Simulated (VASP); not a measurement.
Runs of VASP 6.6.1 on BeS. The structure is that of space group F-43m (No. 216), or close to it. The cells are those of the table. 

```tsv
level	cell	k mesh	cutoff (eV)	grid for exact exchange (PRECFOCK)	share of exact exchange	screening parameter	gap on the mesh (eV)	pressure (GPa)
r2SCAN0	a = 3.443 Å, angles 60.0°, 2 atoms	6 × 6 × 6	520	Normal	0.25	-	(a)	-0.8
r2SCAN	a = 3.510 Å, angles 60.0°, 2 atoms	8 × 8 × 8	660	-	-	-	3.72	(d)
PBE	a = 3.413 Å, angles 60.0°, 2 atoms	8 × 8 × 8	600	-	-	-	3.08	(c)
PBE	a = 3.482 Å, angles 60.0°, 2 atoms	8 × 8 × 8	600	-	-	-	3.21	(b)
PBE	a = 3.377 Å, angles 60.0°, 2 atoms	8 × 8 × 8	600	-	-	-	3.00	6.5
HSE06	a = 3.443 Å, angles 60.0°, 2 atoms	6 × 6 × 6	520	Normal	0.25	0.2079 1/Å	4.08	-1.1
PBE	a = 3.515 Å, angles 60.0°, 2 atoms	8 × 8 × 8	600	-	-	-	3.26	-4.8
r2SCAN	a = 3.443 Å, angles 60.0°, 2 atoms	10 × 10 × 10	660	-	-	-	3.60	0.3
```

Alike in all rows: task single point; potentials or basis VASP PAW PBE potentials, release 64 (Be, S); no spin polarisation; smearing gaussian 0.01 eV.

Task: Estimate the missing entries.

Result: (a) 5.07; (b) -2.5; (c) 3.1; (d) -4.9.

Caveats: the PAW data sets were made with another functional, which shifts forces and pressure a little (at least some runs); the cell stands under tension (at least some runs); the cell stands under pressure (at least some runs).

A k mesh can miss the band edges.
